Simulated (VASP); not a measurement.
# Hg (Im-3m) in VASP: further runs

Runs on Hg. Level: revPBE. Tasks: relaxation of cell and atoms, single point.

Program: VASP 6.6.1. These are calculated values, not measurements. Logs are shortened: lines on timing, memory, paths and dates and some standing lists are left out, and cuts for length are marked.

## (1) The cell of the first run

It takes space group Im-3m (No. 229, cubic). The conventional cell has a = 3.587 Å, b = 3.587 Å, c = 3.587 Å, α = 90.00°, β = 90.00°, γ = 90.00°. Hg (site symmetry m-3m) has 14 Hg at 3.11 to 3.59 Å within 4.1 Å.

## (2) Relaxation of cell and atoms, revPBE

INCAR

```
ALGO = Normal
EDIFF = 1E-7
EDIFFG = -0.01
ENCUT = 600
GGA = RE
IBRION = 2
ISIF = 3
ISMEAR = -1
LASPH = T
LCHARG = F
LREAL = F
LWAVE = F
NELM = 80
NSW = 80
PREC = Accurate
SIGMA = 0.1
```

KPOINTS

```
k-points
0
Gamma
  12 12 12
```

POSCAR

```
Hg
1.0
   -1.7934065524      1.7934065524      1.7934065524
    1.7934065524     -1.7934065524      1.7934065524
    1.7934065524      1.7934065524     -1.7934065524
Hg
1
Direct
    0.0000000000      0.0000000000      0.0000000000
```

Potentials or basis: VASP PAW PBE potentials, release 64 (Hg).

On the command line:

```sh
> cat potpaw_PBE.64/Hg/POTCAR > POTCAR
> mpirun -np 1 vasp_std > vasp.out
```

OUTCAR:

```text
EDIFF = 1E-7
   EDIFFG = -0.01
   ENCUT = 600
   GGA = RE
   IBRION = 2
   ISIF = 3
   ISMEAR = -1
   LASPH = T
   LREAL = F
   NELM = 80
   NSW = 80
   PREC = Accurate

 ion  position               nearest neighbor table
   1  0.000  0.000  0.000-

  LATTYP: Found a body centered cubic cell.
 ALAT       =     3.5868131048

  Lattice vectors:

 A1 = (  -1.7934065524,   1.7934065524,   1.7934065524)
 A2 = (   1.7934065524,  -1.7934065524,   1.7934065524)
 A3 = (   1.7934065524,   1.7934065524,  -1.7934065524)

Analysis of symmetry for initial positions (statically):
=====================================================================
 Subroutine PRICEL returns:
 Original cell was already a primitive cell.

 Routine SETGRP: Setting up the symmetry group for a
 body centered cubic supercell.

 Subroutine GETGRP returns: Found 48 space group operations
 (whereof 48 operations were pure point group operations)
 out of a pool of 48 trial point group operations.

The static configuration has the point symmetry O_h .

Analysis of symmetry for dynamics (positions and initial velocities):
=====================================================================
 Subroutine PRICEL returns:
 Original cell was already a primitive cell.

 Routine SETGRP: Setting up the symmetry group for a
 body centered cubic supercell.

 Subroutine GETGRP returns: Found 48 space group operations
 (whereof 48 operations were pure point group operations)
 out of a pool of 48 trial point group operations.

The dynamic configuration has the point symmetry O_h .

 Subroutine INISYM returns: Found 48 space group operations
 (whereof 48 operations are pure point group operations),
 and found     1 'primitive' translations

----------------------------------------------------------------------------------------

                                     Primitive cell

  volume of cell :      23.0726

  direct lattice vectors                    reciprocal lattice vectors
    -1.793406552  1.793406552  1.793406552     0.000000000  0.278799026  0.278799026
     1.793406552 -1.793406552  1.793406552     0.278799026  0.000000000  0.278799026
     1.793406552  1.793406552 -1.793406552     0.278799026  0.278799026  0.000000000

  length of vectors
     3.106271267  3.106271267  3.106271267     0.394281364  0.394281364  0.394281364

  position of ions in fractional coordinates (direct lattice)
     0.000000000  0.000000000  0.000000000

  ion indices of the primitive-cell ions
   primitive index   ion index
                 1           1

----------------------------------------------------------------------------------------

 KPOINTS: k-points

Automatic generation of k-mesh.
 Grid dimensions read from file:
 generate k-points for:   12   12   12

 Generating k-lattice:

  Cartesian coordinates                     Fractional coordinates (reciprocal lattice)
     0.000000000  0.023233252  0.023233252     0.083333333  0.000000000  0.000000000
     0.023233252  0.000000000  0.023233252     0.000000000  0.083333333  0.000000000
     0.023233252  0.023233252  0.000000000     0.000000000  0.000000000  0.083333333

  Length of vectors
     0.032856780  0.032856780  0.032856780

  Shift w.r.t. Gamma in fractional coordinates (k-lattice)
     0.000000000  0.000000000  0.000000000

 Subroutine IBZKPT returns following result:
 ===========================================

 Found     72 irreducible k-points:

 Following reciprocal coordinates:
            Coordinates               Weight
  0.000000  0.000000  0.000000      1.000000
  0.083333  0.000000  0.000000     12.000000
  0.166667  0.000000  0.000000     12.000000
  0.250000  0.000000  0.000000     12.000000
  0.333333  0.000000  0.000000     12.000000
  0.416667  0.000000  0.000000     12.000000
[... 16 lines left out ...]
  0.333333  0.083333  0.083333     24.000000
  0.416667  0.083333  0.083333     12.000000
 [... further k-points ...]
   k-points           NKPTS =     72   k-points in BZ     NKDIM =     72   number of bands    NBANDS=     10
   number of dos      NEDOS =    301   number of ions     NIONS =      1
   total plane-waves  NPLWV =  21952
   dimension x,y,z NGX =    28 NGY =   28 NGZ =   28
   dimension x,y,z NGXF=    56 NGYF=   56 NGZF=   56
   ions per type =               1
   NGX,Y,Z   is equivalent  to a cutoff of  14.99, 14.99, 14.99 a.u.
   NGXF,Y,Z  is equivalent  to a cutoff of  29.97, 29.97, 29.97 a.u.
 SYSTEM =  unknown system
   PREC   = accura    normal or accurate (medium, high low for compatibility)
   ISTART =      0    job   : 0-new  1-cont  2-samecut
   ICHARG =      2    charge: 1-file 2-atom 10-const
   ISPIN  =      1    spin polarized calculation?
   LNONCOLLINEAR =      F non collinear calculations
   LSORBIT =      F    spin-orbit coupling
   LASPH  =      T    aspherical Exc in radial PAW
   ENCUT  =  600.0 eV  44.10 Ry    6.64 a.u.   6.20  6.20  6.20*2*pi/ulx,y,z
   NELM   =     80;   NELMIN=  2; NELMDL= -5     # of ELM steps
   EDIFF  = 0.1E-06   stopping-criterion for ELM
   LREAL  =      F    real-space projection
   EDIFFG = -.1E-01   stopping-criterion for IOM
   NSW    =     80    number of steps for IOM
   IBRION =      2    ionic relax: 0-MD 1-quasi-New 2-CG
   NFREE  =      1    steps in history (QN), initial steepest desc. (CG)
   ISIF   =      3    stress and relaxation
   ISYM   =      2    0-nonsym 1-usesym 2-fastsym
   POTIM  = 0.5000    time-step for ionic-motion
   TEBEG  =    0.0;   TEEND  =   0.0 temperature during run
   PSTRESS=    0.0 pullay stress
   NELECT =      12.0000    total number of electrons
   NUPDOWN=      -1.0000    fix difference up-down
   EMIN   =  10.00;   EMAX   =-10.00  energy-range for DOS
   EFERMI =   0.00;   METHOD = LEGACY
   ISMEAR =    -1;   SIGMA  =   0.10  broadening in eV -4-tet -1-fermi 0-gaus
   EFERMI_NEDOS =   21; number of points for ismear=-14 and -15
   IALGO  =     38    algorithm
   IMIX   =      4    mixing-type and parameters
     AMIX     =   0.40;   BMIX     =  1.00
     AMIX_MAG =   1.60;   BMIX_MAG =  1.00
  volume/ion in A,a.u.               =      23.07       155.70
  Fermi-wavevector in a.u.,A,eV,Ry     =   1.316547  2.487914 23.582938  1.733297
  Thomas-Fermi vector in A             =   2.446652
   LORBIT       =      0    0 simple, 1 ext, 2 COOP (PROOUT), +10 PAW based schemes
   GGA     = RE    functional components
   LHFCALC =     F    Hartree Fock is set to
   AEXX    =    0.0000 exact exchange contribution
   IVDW    =     0    specifies the selected vdW correction
   LEPSILON=     F    determine dielectric tensor
   LRPA    =     F    only Hartree local field effects (RPA)
 conjugate gradient relaxation of ions
 non-spin polarized calculation
  energy-cutoff  :      600.00
  volume of cell :       23.07
 maximum number of plane-waves:       784
 NGX is ok and might be reduce to    28
   NGX = 13   NGY = 13   NGZ = 13

--------------------------------------- Ionic step        1  -------------------------------------------

 number of electron      11.9999999 magnetization

 Free energy of the ion-electron system (eV)
  ---------------------------------------------------
  ext. energy  EPLUGINS =         0.00000000
  ---------------------------------------------------
  free energy    TOTEN  =         0.31174511 eV

  energy without entropy =        0.31800360  energy(sigma->0) =        0.31487435

 E-fermi :   2.9516     XC(G=0): -10.8984

 val. band max:        2.8286678671   @ k =   0.5000   0.5000   0.1667
 cond. band min:       3.1310628882   @ k =   0.4167   0.0833   0.0000
 fundamental gap:      0.3023950211
 Fermi energy:         2.9516284123

 k-point     1 :       0.0000    0.0000    0.0000
  band No.  band energies     occupation
      1      -6.1750      2.00000
      2      -4.1913      2.00000
      3      -4.1913      2.00000
      4      -4.1913      2.00000
      5      -3.2586      2.00000
      6      -3.2586      2.00000
      7      18.3027      0.00000
      8      18.3027      0.00000
      9      18.3027      0.00000
     10      19.7001      0.00000
[... 287 lines left out ...]
 k-point    24 :       0.4167    0.0833    0.0833
  band No.  band energies     occupation
      1      -4.8839      2.00000
      2      -4.6410      2.00000
      3      -3.2939      2.00000
      4      -3.2050      2.00000
      5      -2.9737      2.00000
      6       1.9271      1.99993
      7       2.3832      1.99322
      8      10.5810      0.00000
      9      11.8426      0.00000
     10      20.3272      0.00000

 [... further k-points ...]
[... 5 lines left out ...]
  --------------------------------------------------------------------------------------
  -------------------------------------------------------------------------------------
  Total        1.2943751      1.2943751      1.2943751     -0.0000000      0.0000000     -0.0000000
  in kB       89.8823649     89.8823649     89.8823649     -0.0000000      0.0000000     -0.0000000
  external PRESSURE =      89.8823649 kB  Pullay stress =       0.0000000 kB
[... 86 lines left out ...]
  FREE ENERGIE OF THE ION-ELECTRON SYSTEM (eV)
  ---------------------------------------------------
  free  energy   TOTEN  =         0.1420153959 eV

  energy  without entropy=        0.1492657412  energy(sigma->0) =        0.14564057

 E-fermi :   0.5328     XC(G=0):  -8.5881

 val. band max:        0.4455679452   @ k =   0.5000   0.0000   0.0000
 cond. band min:       0.6090747367   @ k =   0.5000   0.5000   0.4167
 fundamental gap:      0.1635067915
 Fermi energy:         0.5327908276

 k-point     1 :       0.0000    0.0000    0.0000
  band No.  band energies     occupation
      1      -5.9619      2.00000
      2      -5.8192      2.00000
      3      -5.8192      2.00000
      4      -5.8192      2.00000
      5      -5.4277      2.00000
      6      -5.4277      2.00000
      7      11.9708      0.00000
      8      11.9708      0.00000
      9      11.9708      0.00000
     10      14.2043      0.00000
[... 287 lines left out ...]
 k-point    24 :       0.4167    0.0833    0.0833
  band No.  band energies     occupation
      1      -5.9945      2.00000
      2      -5.9803      2.00000
      3      -5.4449      2.00000
      4      -5.4190      2.00000
      5      -5.2617      2.00000
      6      -1.5110      2.00000
      7       0.8446      0.08471
      8       6.2550      0.00000
      9       7.6763      0.00000
     10      13.7387      0.00000

 [... further k-points ...]

[... ionic steps 4 to 13 ...]

--------------------------------------- Ionic step       14  -------------------------------------------

 number of electron      12.0000013 magnetization

------------------------ aborting loop because EDIFF is reached ----------------------------------------

  FORCE on cell =-STRESS in cart. coord.  units (eV):
  Direction    XX          YY          ZZ          XY          YZ          ZX
  --------------------------------------------------------------------------------------
  -------------------------------------------------------------------------------------
  Total        0.0280016      0.0280016      0.0280016      0.0000000     -0.0000000     -0.0000000
  in kB        0.5184849      0.5184849      0.5184849      0.0000000     -0.0000000     -0.0000000
  external PRESSURE =       0.5184849 kB  Pullay stress =       0.0000000 kB
[... 55 lines left out ...]
  energy  without entropy=        0.0609963228  energy(sigma->0) =        0.06099632

--------------------------------------- Ionic step       16  -------------------------------------------

 number of electron      12.0000014 magnetization

 Free energy of the ion-electron system (eV)
  ---------------------------------------------------
  ext. energy  EPLUGINS =         0.00000000
  ---------------------------------------------------
  free energy    TOTEN  =         0.06097146 eV

  energy without entropy =        0.06097146  energy(sigma->0) =        0.06097146

 E-fermi :  -2.4244     XC(G=0):  -4.7732

 val. band max:       -4.3231857179   @ k =   0.5000   0.5000   0.5000
 cond. band min:      -0.4752734795   @ k =   0.5000   0.0000   0.0000
 fundamental gap:      3.8479122385
 Fermi energy:        -2.4244492957

 k-point     1 :       0.0000    0.0000    0.0000
  band No.  band energies     occupation
      1      -8.0068      2.00000
      2      -8.0068      2.00000
      3      -8.0067      2.00000
      4      -7.9680      2.00000
      5      -7.9680      2.00000
      6      -5.7159      2.00000
      7       3.5192      0.00000
      8       3.5192      0.00000
      9       3.5192      0.00000
     10       4.4617      0.00000
[... 287 lines left out ...]
 k-point    24 :       0.4167    0.0833    0.0833
  band No.  band energies     occupation
      1      -8.0161      2.00000
      2      -7.9992      2.00000
      3      -7.9697      2.00000
      4      -7.9696      2.00000
      5      -7.9477      2.00000
      6      -4.8165      2.00000
      7      -0.3339      0.00000
      8       1.7157      0.00000
      9       2.5616      0.00000
     10       5.5057      0.00000

 [... further k-points ...]
[... 5 lines left out ...]
  --------------------------------------------------------------------------------------
  -------------------------------------------------------------------------------------
  Total       -0.0022704     -0.0022704     -0.0022704     -0.0000000      0.0000000      0.0000000
  in kB       -0.0413131     -0.0413131     -0.0413131     -0.0000000      0.0000000      0.0000000
  external PRESSURE =      -0.0413131 kB  Pullay stress =       0.0000000 kB
[... 16 lines left out ...]
  FREE ENERGIE OF THE ION-ELECTRON SYSTEM (eV)
  ---------------------------------------------------
  free  energy   TOTEN  =         0.0609714622 eV

  energy  without entropy=        0.0609714633  energy(sigma->0) =        0.06097146

 reached required accuracy - stopping structural energy minimisation
```

It took 2.1 min on 1 thread of AMD EPYC 9R45 (Zen 5), shared host; peak memory 0.15 GiB.

Results:

```yaml
Free_energy: 0.0610 eV
Relaxed_volume: 88.05 Å³/atom
Relaxed_cell: a = 4.854 Å, b = 4.854 Å, c = 4.854 Å, α = 109.47°, β = 109.47°, γ = 109.47°
Space_group_after_relaxing_to_0.05_Å: Im-3m (No. 229)
Energy_gained_by_relaxing: 250.8 meV/atom
Ionic_steps: 16
Pressure_after_relaxing: 0.0 GPa
Band_gap_on_the_k_mesh: 3.85 eV, indirect (least direct gap 4.37 eV)
```

Step by step:
```
step  energy change (eV)  largest force (eV/Å)  pressure (GPa)  volume (Å³)
   1              0.0000                0.0000            8.99        23.07
   2             -0.1419                0.0000            2.41        27.67
   3             -0.1697                0.0000            1.48        30.05
   4             -0.2035                0.0000            0.76        35.21
   5             -0.2412                0.0000            0.19        47.24
   6             -0.2445                0.0000            0.16        78.92
   7              5.6240                0.0000          -27.07       179.27
   8             -0.2461                0.0000            0.16        80.53
   9              0.2081                0.0000           -5.56       123.39
  10             -0.2476                0.0000            0.14        82.18
  11             -0.2125                0.0000           -1.11       101.40
  12             -0.2491                0.0000            0.12        83.91
  13             -0.2478                0.0000           -0.24        92.38
  14             -0.2505                0.0000            0.05        86.53
  15             -0.2507                0.0000           -0.02        88.39
  16             -0.2508                0.0000            0.00        88.05
```

Final structure:
```xyz
1
Lattice="-2.8025 2.8025 2.8025 2.8025 -2.8025 2.8025 2.8025 2.8025 -2.8025" Properties=species:S:1:pos:R:3 pbc="T T T"
Hg    0.0000    0.0000    0.0000
```

Caveat: the volume moved by over 15 % at a fixed basis, so the end points are rough; the PAW data sets were made with another functional, which shifts forces and pressure a little; spin-orbit coupling is left out, which moves the levels of the heavy elements. A k mesh can miss the band edges.

(Continued in part 2 of 2.)
